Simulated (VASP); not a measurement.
# MgS (Fm-3m) in VASP: a series of runs, part 2 of 2

VASP 6.6.1.

## 4. Single point, PBE0

File POSCAR:

```
MgS
1.0
    0.0000000000      2.6015179373      2.6015179373
    2.6015179373      0.0000000000      2.6015179373
    2.6015179373      2.6015179373      0.0000000000
Mg S
1 1
Direct
    0.0000000000      0.0000000000      0.0000000000
    0.5000000000      0.5000000000      0.5000000000
```

File INCAR.step1:

```
PREC     = Accurate       # precision mode
ENCUT    = 520            # plane-wave cutoff, eV
EDIFF    = 1E-5           # SCF threshold, eV
ISMEAR   = 0              # smearing method
SIGMA    = 0.01           # smearing width, eV
LREAL    = False          # projectors in reciprocal space
LASPH    = True           # aspherical terms in the spheres
NELM     = 80             # most SCF steps
ALGO     = Normal         # electronic algorithm
ISIF     = 2              # what is computed and relaxed
LWAVE    = True           # write WAVECAR
LCHARG   = False          # write CHGCAR
GGA      = PE             # functional
NBANDS   = 11             # bands
```

File INCAR.step2:

```
PREC     = Accurate       # precision mode
ENCUT    = 520            # plane-wave cutoff, eV
EDIFF    = 1E-7           # SCF threshold, eV
ISMEAR   = 0              # smearing method
SIGMA    = 0.01           # smearing width, eV
LREAL    = False          # projectors in reciprocal space
LASPH    = True           # aspherical terms in the spheres
NELM     = 80             # most SCF steps
ALGO     = Normal         # electronic algorithm
ISIF     = 2              # what is computed and relaxed
LWAVE    = False          # write WAVECAR
LCHARG   = False          # write CHGCAR
GGA      = PE             # functional
LHFCALC  = True           # exact exchange
AEXX     = 0.25           # exact-exchange fraction
PRECFOCK = Normal       
ISTART   = 1            
NBANDS   = 11             # bands
```

File KPOINTS:

```
regular mesh
0
Gamma
  4 4 4
```

Potentials or basis: VASP PAW PBE potentials, release 64 (Mg, S).

Started as:

```
$ cat potpaw_PBE.64/Mg/POTCAR potpaw_PBE.64/S/POTCAR > POTCAR
$ cp INCAR.step1 INCAR
$ mpirun -np 1 vasp_std > vasp.out
$ cp INCAR.step2 INCAR
$ mpirun -np 1 vasp_std > vasp.out
```

OUTCAR:

```text
PREC = Accurate
   ENCUT = 520
   EDIFF = 1E-7
   ISMEAR = 0
   LREAL = False
   LASPH = True
   NELM = 80
   ISIF = 2
   GGA = PE
   LHFCALC = True
   AEXX = 0.25
   PRECFOCK = Normal
   ISTART = 1

 ion  position               nearest neighbor table
   1  0.000  0.000  0.000-   2 2.60   2 2.60   2 2.60   2 2.60   2 2.60   2 2.60
   2  0.500  0.500  0.500-   1 2.60   1 2.60   1 2.60   1 2.60   1 2.60   1 2.60

  LATTYP: Found a face centered cubic cell.
 ALAT       =     5.2030358746

  Lattice vectors:

 A1 = (   0.0000000000,   2.6015179373,   2.6015179373)
 A2 = (   2.6015179373,   0.0000000000,   2.6015179373)
 A3 = (   2.6015179373,   2.6015179373,   0.0000000000)

Analysis of symmetry for initial positions (statically):
=====================================================================
 Subroutine PRICEL returns:
 Original cell was already a primitive cell.

 Routine SETGRP: Setting up the symmetry group for a
 face centered cubic supercell.

 Subroutine GETGRP returns: Found 48 space group operations
 (whereof 48 operations were pure point group operations)
 out of a pool of 48 trial point group operations.

[... 162 lines left out ...]
      1     -11.3105      2.00000
      2       2.6789      2.00000
      3       2.6789      2.00000
      4       2.6789      2.00000
      5       8.2485      0.00000
      6      12.5652      0.00000
      7      12.5652      0.00000
      8      12.5652      0.00000
      9      15.1646      0.00000
     10      15.1646      0.00000
     11      17.1641      0.00000
[... 85 lines left out ...]
 k-point     8 :      -0.2500    0.5000    0.2500
  band No.  band energies     occupation
      1      -9.4102      2.00000
      2      -0.8632      2.00000
      3      -0.8632      2.00000
      4       0.1548      2.00000
      5       9.8161      0.00000
      6      12.5915      0.00000
      7      12.5915      0.00000
      8      12.7773      0.00000
      9      19.3595      0.00000
     10      19.3595      0.00000
     11      20.7913      0.00000

------------------------ aborting loop because EDIFF is reached ----------------------------------------

  FORCE on cell =-STRESS in cart. coord.  units (eV):
  Direction    XX          YY          ZZ          XY          YZ          ZX
  --------------------------------------------------------------------------------------
  -------------------------------------------------------------------------------------
  Total       -0.1026728     -0.1026728     -0.1026728      0.0000000      0.0000000      0.0000000
  in kB       -4.6714888     -4.6714888     -4.6714888      0.0000000      0.0000000      0.0000000
  external PRESSURE =      -4.6714888 kB  Pullay stress =       0.0000000 kB

 VOLUME and BASIS-vectors are now :
 -----------------------------------------------------------------------------
  energy-cutoff  :      520.00
  volume of cell :       35.21
      direct lattice vectors                 reciprocal lattice vectors
     0.000000000  2.601517937  2.601517937    -0.192195484  0.192195484  0.192195484
     2.601517937  0.000000000  2.601517937     0.192195484 -0.192195484  0.192195484
     2.601517937  2.601517937  0.000000000     0.192195484  0.192195484 -0.192195484

 POSITION                                       TOTAL-FORCE (eV/Angst)
 -----------------------------------------------------------------------------------
      0.00000      0.00000      0.00000         0.000000     -0.000000      0.000000
      2.60152      2.60152      2.60152        -0.000000      0.000000     -0.000000
 -----------------------------------------------------------------------------------
    total drift:                                0.000000      0.000000      0.000000

  FREE ENERGIE OF THE ION-ELECTRON SYSTEM (eV)
  ---------------------------------------------------
  free  energy   TOTEN  =       -10.4342255903 eV

  energy  without entropy=      -10.4342255903  energy(sigma->0) =      -10.43422559
```

OUTCAR.step1:

```text
PREC = Accurate
   ENCUT = 520
   EDIFF = 1E-5
   ISMEAR = 0
   LREAL = False
[... 315 lines left out ...]
      0.00000      0.00000      0.00000         0.000000     -0.000000     -0.000000
      2.60152      2.60152      2.60152        -0.000000      0.000000      0.000000
 -----------------------------------------------------------------------------------
    total drift:                                0.000000      0.000000      0.000000

  FREE ENERGIE OF THE ION-ELECTRON SYSTEM (eV)
  ---------------------------------------------------
  free  energy   TOTEN  =        -8.4539605865 eV

  energy  without entropy=       -8.4539605865  energy(sigma->0) =       -8.45396059
```

OSZICAR.step1:

```text
N       E                     dE             d eps       ncg     rms          rms(c)
DAV:   1     0.252932236978E+02    0.25293E+02   -0.40496E+03   176   0.625E+02
DAV:   2    -0.711096693189E+01   -0.32404E+02   -0.31223E+02   211   0.104E+02
DAV:   3    -0.886669618545E+01   -0.17557E+01   -0.17525E+01   212   0.264E+01
DAV:   4    -0.887729318211E+01   -0.10597E-01   -0.10596E-01   216   0.249E+00
DAV:   5    -0.887737893807E+01   -0.85756E-04   -0.85755E-04   217   0.228E-01    0.437E+00
DAV:   6    -0.849698227898E+01    0.38040E+00   -0.80640E-01   188   0.356E+00    0.347E+00
DAV:   7    -0.845363501145E+01    0.43347E-01   -0.23191E-01   197   0.209E+00    0.228E+00
DAV:   8    -0.845412685024E+01   -0.49184E-03   -0.14591E-02   176   0.746E-01    0.914E-01
DAV:   9    -0.845394120248E+01    0.18565E-03   -0.55415E-04   197   0.144E-01    0.363E-01
DAV:  10    -0.845396328006E+01   -0.22078E-04   -0.18438E-04   194   0.629E-02    0.428E-02
DAV:  11    -0.845396058650E+01    0.26936E-05   -0.17460E-05   180   0.188E-02
   1 F= -.84539606E+01 E0= -.84539606E+01  d E =-.159310E-77
```

Wall time 5.9 min (1 thread of AMD EPYC 7R13, shared host); peak memory 0.14 GiB.

What came out:

```
Free energy            : -10.4342 eV
Pressure               : -0.5 GPa
Band gap on the k mesh : 4.52 eV, indirect (least direct gap 5.57 eV)
```

Caveat: the k points lie up to 0.52 Å⁻¹ apart; the PAW data sets were made with another functional, which shifts forces and pressure a little.

## 5. The runs side by side

| level | screening parameter | share of exact exchange | gap on the mesh (eV) | pressure (GPa) |
| --- | --- | --- | --- | --- |
| HSE06 | 0.2079 1/Å | - | 3.75 | -0.4 |
| PBE-based screened hybrid | 0.3 1/Å | 0.15 | 3.21 | 0.4 |
| PBE0 | - | - | 4.52 | -0.5 |

Alike in all rows: task single point; potentials or basis VASP PAW PBE potentials, release 64 (Mg, S); no spin polarisation; cell as given; k mesh 4 × 4 × 4; cutoff (eV) 520; smearing gaussian 0.01 eV.

Caveats: all runs use coarse meshes; the PAW data sets were made with another functional, which shifts forces and pressure a little.

Absolute energies hang on the potentials; compare differences alone.
